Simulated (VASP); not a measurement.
# Si (P6_3/mmc) in VASP: further runs, part 2 of 2

VASP 6.6.1.

**3. Single point, LDA (strain -0.080 along x and y, +0.080 along z)**

INCAR reads:

```
SYSTEM = Si
ALGO = Normal ; EDIFF = 1E-7
ENCUT = 520 ; ISIF = 2
ISMEAR = 0 ; LASPH = .TRUE.
LCHARG = .FALSE. ; LREAL = .FALSE.
LWAVE = .FALSE. ; NBANDS = 16
NELM = 60 ; PREC = Accurate
SIGMA = 0.03
```

KPOINTS reads:

```
k-points
0
G
  12 12 6
  0 0 0
```

POSCAR reads:

```
Si
1.0
    3.5248120637      0.0000000000      0.0000000000
   -1.7624060319      3.0525767907      0.0000000000
    0.0000000000      0.0000000000      6.8392317602
Si
4
Direct
    0.3333333333      0.6666666667      0.0630095000
    0.6666666667      0.3333333333      0.5630095000
    0.3333333333      0.6666666667      0.4369905000
    0.6666666667      0.3333333333      0.9369905000
```

Potentials or basis: VASP PAW LDA potentials, release 64 (Si).

The run is started by

```bash
$ cat potpaw_LDA.64/Si/POTCAR > POTCAR
$ mpirun -np 1 vasp_std > vasp.out
```

OUTCAR:

```text
SYSTEM = Si
   EDIFF = 1E-7
   ENCUT = 520
   ISIF = 2
   ISMEAR = 0
   LASPH = .TRUE.
   LREAL = .FALSE.
   NELM = 60
   PREC = Accurate

 ion  position               nearest neighbor table
   1  0.333  0.667  0.063-   4 2.21   4 2.21   4 2.21   3 2.56
   2  0.667  0.333  0.563-   3 2.21   3 2.21   3 2.21   4 2.56
   3  0.333  0.667  0.437-   2 2.21   2 2.21   2 2.21   1 2.56
   4  0.667  0.333  0.937-   1 2.21   1 2.21   1 2.21   2 2.56

  LATTYP: Found a hexagonal cell.
 ALAT       =     3.5248120637
 C/A-ratio  =     1.9403110397

  Lattice vectors:

 A1 = (   3.5248120637,   0.0000000000,   0.0000000000)
 A2 = (  -1.7624060319,   3.0525767907,   0.0000000000)
 A3 = (   0.0000000000,   0.0000000000,   6.8392317602)

Analysis of symmetry for initial positions (statically):
=====================================================================
 Subroutine PRICEL returns:
 Original cell was already a primitive cell.

 Routine SETGRP: Setting up the symmetry group for a
 hexagonal supercell.

 Subroutine GETGRP returns: Found 24 space group operations
 (whereof 12 operations were pure point group operations)
 out of a pool of 24 trial point group operations.

The static configuration has the point symmetry D_3d.
 The point group associated with its full space group is D_6h.

Analysis of symmetry for dynamics (positions and initial velocities):
=====================================================================
 Subroutine PRICEL returns:
 Original cell was already a primitive cell.

 Routine SETGRP: Setting up the symmetry group for a
 hexagonal supercell.

 Subroutine GETGRP returns: Found 24 space group operations
 (whereof 12 operations were pure point group operations)
 out of a pool of 24 trial point group operations.

The dynamic configuration has the point symmetry D_3d.
 The point group associated with its full space group is D_6h.

 Subroutine INISYM returns: Found 24 space group operations
 (whereof 12 operations are pure point group operations),
 and found     1 'primitive' translations

----------------------------------------------------------------------------------------

                                     Primitive cell

  volume of cell :      73.5885

  direct lattice vectors                    reciprocal lattice vectors
     3.524812064  0.000000000  0.000000000     0.283703069  0.163796043  0.000000000
    -1.762406032  3.052576791  0.000000000     0.000000000  0.327592086  0.000000000
     0.000000000  0.000000000  6.839231760     0.000000000  0.000000000  0.146215253

  length of vectors
     3.524812064  3.524812064  6.839231760     0.327592086  0.327592086  0.146215253

  position of ions in fractional coordinates (direct lattice)
     0.333333333  0.666666667  0.063009500
     0.666666667  0.333333333  0.563009500
     0.333333333  0.666666667  0.436990500
     0.666666667  0.333333333  0.936990500

  ion indices of the primitive-cell ions
   primitive index   ion index
                 1           1
                 2           2
                 3           3
                 4           4

----------------------------------------------------------------------------------------
[... 27 lines left out ...]
  0.000000  0.000000  0.000000      1.000000
  0.083333 -0.000000  0.000000      6.000000
  0.166667  0.000000  0.000000      6.000000
  0.250000  0.000000  0.000000      6.000000
  0.333333 -0.000000  0.000000      6.000000
  0.416667 -0.000000  0.000000      6.000000
[... 16 lines left out ...]
  0.250000  0.000000  0.166667     12.000000
  0.333333 -0.000000  0.166667     12.000000
 [... further k-points ...]
   k-points           NKPTS =     76   k-points in BZ     NKDIM =     76   number of bands    NBANDS=     16
   number of dos      NEDOS =    301   number of ions     NIONS =      4
   total plane-waves  NPLWV =  42336
   dimension x,y,z NGX =    28 NGY =   28 NGZ =   54
   dimension x,y,z NGXF=    56 NGYF=   56 NGZF=  108
   ions per type =               4
   NGX,Y,Z   is equivalent  to a cutoff of  13.21, 13.21, 13.13 a.u.
   NGXF,Y,Z  is equivalent  to a cutoff of  26.41, 26.41, 26.25 a.u.
 SYSTEM =  Si
   PREC   = accura    normal or accurate (medium, high low for compatibility)
   ISTART =      0    job   : 0-new  1-cont  2-samecut
   ICHARG =      2    charge: 1-file 2-atom 10-const
   ISPIN  =      1    spin polarized calculation?
   LNONCOLLINEAR =      F non collinear calculations
   LSORBIT =      F    spin-orbit coupling
   LASPH  =      T    aspherical Exc in radial PAW
   ENCUT  =  520.0 eV  38.22 Ry    6.18 a.u.   6.55  6.55 12.72*2*pi/ulx,y,z
   NELM   =     60;   NELMIN=  2; NELMDL= -5     # of ELM steps
   EDIFF  = 0.1E-06   stopping-criterion for ELM
   LREAL  =      F    real-space projection
   EDIFFG = 0.1E-05   stopping-criterion for IOM
   NSW    =      0    number of steps for IOM
   IBRION =     -1    ionic relax: 0-MD 1-quasi-New 2-CG
   NFREE  =      0    steps in history (QN), initial steepest desc. (CG)
   ISIF   =      2    stress and relaxation
   ISYM   =      2    0-nonsym 1-usesym 2-fastsym
   POTIM  = 0.5000    time-step for ionic-motion
   TEBEG  =    0.0;   TEEND  =   0.0 temperature during run
   PSTRESS=    0.0 pullay stress
   NELECT =      16.0000    total number of electrons
   NUPDOWN=      -1.0000    fix difference up-down
   EMIN   =  10.00;   EMAX   =-10.00  energy-range for DOS
   EFERMI =   0.00;   METHOD = LEGACY
   ISMEAR =     0;   SIGMA  =   0.03  broadening in eV -4-tet -1-fermi 0-gaus
   EFERMI_NEDOS =   21; number of points for ismear=-14 and -15
   IALGO  =     38    algorithm
   IMIX   =      4    mixing-type and parameters
     AMIX     =   0.40;   BMIX     =  1.00
     AMIX_MAG =   1.60;   BMIX_MAG =  1.00
  volume/ion in A,a.u.               =      18.40       124.15
  Fermi-wavevector in a.u.,A,eV,Ry     =   0.984415  1.860274 13.185036  0.969073
  Thomas-Fermi vector in A             =   2.115646
   LORBIT       =      0    0 simple, 1 ext, 2 COOP (PROOUT), +10 PAW based schemes
   GGA     = CA    functional components
   LHFCALC =     F    Hartree Fock is set to
   AEXX    =    0.0000 exact exchange contribution
   IVDW    =     0    specifies the selected vdW correction
   LEPSILON=     F    determine dielectric tensor
   LRPA    =     F    only Hartree local field effects (RPA)
 non-spin polarized calculation
 Gauss-broadening in eV      SIGMA  =   0.03
  energy-cutoff  :      520.00
  volume of cell :       73.59
 maximum number of plane-waves:      2029
 NGX is ok and might be reduce to    28
   NGX = 13   NGY = 13   NGZ = 25

 number of electron      16.0000001 magnetization

 Free energy of the ion-electron system (eV)
  ---------------------------------------------------
  ext. energy  EPLUGINS =         0.00000000
  ---------------------------------------------------
  free energy    TOTEN  =       -22.76129662 eV

  energy without entropy =      -22.76106388  energy(sigma->0) =      -22.76118025

 E-fermi :   6.9248     XC(G=0):  -9.9232

 val. band max:        6.8698083874   @ k =   0.0000   0.0000   0.3333
 cond. band min:       6.9278331372   @ k =   0.0833   0.0833   0.0000
 fundamental gap:      0.0580247498
 Fermi energy:         6.9248351247

 k-point     1 :       0.0000    0.0000    0.0000
  band No.  band energies     occupation
      1      -5.9845      2.00000
      2      -4.4500      2.00000
      3      -0.6316      2.00000
      4       5.9413      2.00000
      5       6.2512      2.00000
      6       6.2512      2.00000
[... 433 lines left out ...]
      3       0.1714      2.00000
      4       1.7999      2.00000
      5       1.8872      2.00000
      6       4.6554      2.00000
[... 8 lines left out ...]
     15      14.0166      0.00000
     16      14.8871      0.00000

 [... further k-points ...]

------------------------ aborting loop because EDIFF is reached ----------------------------------------

  FORCE on cell =-STRESS in cart. coord.  units (eV):
  Direction    XX          YY          ZZ          XY          YZ          ZX
  --------------------------------------------------------------------------------------
  -------------------------------------------------------------------------------------
  Total       10.1848120     10.1848120     -5.4471727     -0.0000000      0.0000000     -0.0000000
  in kB      221.7449372    221.7449372   -118.5964926     -0.0000000      0.0000000     -0.0000000
  external PRESSURE =     108.2977939 kB  Pullay stress =       0.0000000 kB

 VOLUME and BASIS-vectors are now :
 -----------------------------------------------------------------------------
  energy-cutoff  :      520.00
  volume of cell :       73.59
      direct lattice vectors                 reciprocal lattice vectors
     3.524812064  0.000000000  0.000000000     0.283703069  0.163796043  0.000000000
    -1.762406032  3.052576791  0.000000000     0.000000000  0.327592086  0.000000000
     0.000000000  0.000000000  6.839231760     0.000000000  0.000000000  0.146215253

 POSITION                                       TOTAL-FORCE (eV/Angst)
 -----------------------------------------------------------------------------------
     -0.00000      2.03505      0.43094         0.000000     -0.000000      1.587080
      1.76241      1.01753      3.85055        -0.000000     -0.000000      1.587080
     -0.00000      2.03505      2.98868        -0.000000     -0.000000     -1.587080
      1.76241      1.01753      6.40830        -0.000000      0.000000     -1.587080
 -----------------------------------------------------------------------------------
    total drift:                               -0.000000      0.000000     -0.000000

  FREE ENERGIE OF THE ION-ELECTRON SYSTEM (eV)
  ---------------------------------------------------
  free  energy   TOTEN  =       -22.7612966228 eV

  energy  without entropy=      -22.7610638771  energy(sigma->0) =      -22.76118025
```

Wall time 41 s (1 thread of AMD EPYC 9R45 (Zen 5), shared host); peak memory 0.16 GiB.

What came out:

```yaml
Free_energy: -22.7613 eV
Pressure: 10.8 GPa
Largest_force: 1.587 eV/Å
Band_gap_on_the_k_mesh: zero (band 8 reaches 7.15 eV, above the bottom of band 9 at 6.93 eV)
```

Forces on the atoms (eV/Å):
```
Si   0.000  0.000  1.587
Si   0.000  0.000  1.587
Si   0.000  0.000 -1.587
Si   0.000  0.000 -1.587
```

Caveat: the cell differs from its parent crystal (strain -0.080 along x and y, +0.080 along z); forces of over 1 eV/Å act on the atoms, so gaps and moduli don't describe the material at rest.
